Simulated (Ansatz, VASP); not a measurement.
## One calculation of MgI2, two programs

The input INCAR:

```
SYSTEM = MgI2
PREC = Accurate ; ENCUT = 520
EDIFF = 1E-6 ; ISMEAR = 0
SIGMA = 0.05 ; LREAL = .FALSE.
LASPH = .TRUE. ; NELM = 60
ALGO = Normal ; ISIF = 2
LWAVE = .FALSE. ; LCHARG = .FALSE.
GGA = CA ; NBANDS = 15
```

The input KPOINTS:

```
regular mesh
0
G
  6 6 4
  0 0 0
```

Contents of POSCAR:

```
MgI2
1.0
    3.9657052472      0.0000000000      0.0000000000
   -1.9828526236      3.4344014880      0.0000000000
    0.0000000000      0.0000000000      6.5052162191
Mg I
1 2
Direct
    0.0000000000      0.0000000000      0.0000000000
    0.3333333333      0.6666666667      0.7598241385
    0.6666666667      0.3333333333      0.2401758615
```

Input for Ansatz:

```yaml
crystal:
  lattice:
    - [3.9657052472, 0.0, 0.0]
    - [-1.9828526236, 3.434401488, 0.0]
    - [0.0, 0.0, 6.5052162191]
  atoms:
    - { symbol: Mg, position: [0.0, 0.0, 0.0] }
    - { symbol: I, position: [0.3333333333, 0.6666666667, 0.7598241385] }
    - { symbol: I, position: [0.6666666667, 0.3333333333, 0.2401758615] }
basis:
  ecutwfc: 520.0
kpoints:
  mp_grid: { grid: [6, 6, 4] }
hamiltonian:
  xc: lda
scf:
  occupations: { method: gaussian, width: 0.05 }
output:
  forces: true
  stress: true
  eigenvalues: true
```

Alike in both runs: task single point; functional LDA; k mesh 6 × 6 × 4; occupations gaussian, width 0.05 eV; no spin polarisation.

|  | VASP | Ansatz |
| --- | --- | --- |
| version | VASP 6.6.1 | Ansatz 0.2.0 |
| potentials or method | VASP PAW LDA potentials, release 64 (Mg, I), cutoff 520 eV | scalar-relativistic, plane waves, PAW |
| valence electrons in the cell | 16 | 44 |

VASP gave:

- gap on the k mesh at the Fermi level (eV): 3.32
- least direct gap on the mesh (eV): 4.03
- pressure (GPa): 4.5
- traceless stress, the component that is largest in VASP (GPa): 0.34
- rms of the force components (eV/Å): 0.384

Q: Which values does Ansatz return?

A: gap on the k mesh at the Fermi level (eV): 3.34; least direct gap on the mesh (eV): 4.04; pressure (GPa): 4.6; traceless stress, the component that is largest in VASP (GPa): 0.31; rms of the force components (eV/Å): 0.385.

LDA's correlation is that of Perdew and Zunger in VASP and of Perdew and Wang (1992) in Ansatz. Atom by atom the forces differ by 0.001 eV/Å (rms over components). VASP's potentials hold 16 valence electrons a cell and Ansatz's 44, so a difference there can come from the potentials and not from the codes.

Spin-orbit coupling is off throughout.
